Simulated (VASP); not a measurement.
A run of VASP 6.6.1 is set up as follows.

Contents of INCAR:

```
SYSTEM = TaRu
PREC = Accurate
ENCUT = 520
EDIFF = 1E-7
ISMEAR = -1
SIGMA = 0.05
LREAL = .FALSE.
LASPH = .TRUE.
NELM = 150
ALGO = Normal
ISIF = 2
LWAVE = .FALSE.
LCHARG = .FALSE.
MAGMOM = 0 0 0 0 0 0
LORBIT = 11
LSORBIT = .TRUE.
GGA_COMPAT = .FALSE.
LORBMOM = .TRUE.
LMAXMIX = 4
GGA = CA
NBANDS = 37
```

File KPOINTS:

```
Automatic mesh
0
G
  10 10 10
  0 0 0
```

File POSCAR:

```
TaRu
1.0
    3.1187681422      0.0000000000      0.0000000000
    0.0000000000      3.1187681422      0.0000000000
    0.0000000000      0.0000000000      3.1187681422
Ta Ru
1 1
Direct
    0.5000000000      0.5000000000      0.5000000000
    0.0000000000      0.0000000000      0.0000000000
```

Potentials or basis: VASP PAW LDA potentials, release 64 (Ta_pv, Ru_pv).

Launch:

```console
$ cat potpaw_LDA.64/Ta_pv/POTCAR potpaw_LDA.64/Ru_pv/POTCAR > POTCAR
$ mpirun -np 1 vasp_ncl > vasp.out
```

(1) What does it give for the net moment?

(2) Estimate the pressure.

Answers

(1) 0.00 μB per cell.

(2) 1.2 GPa.
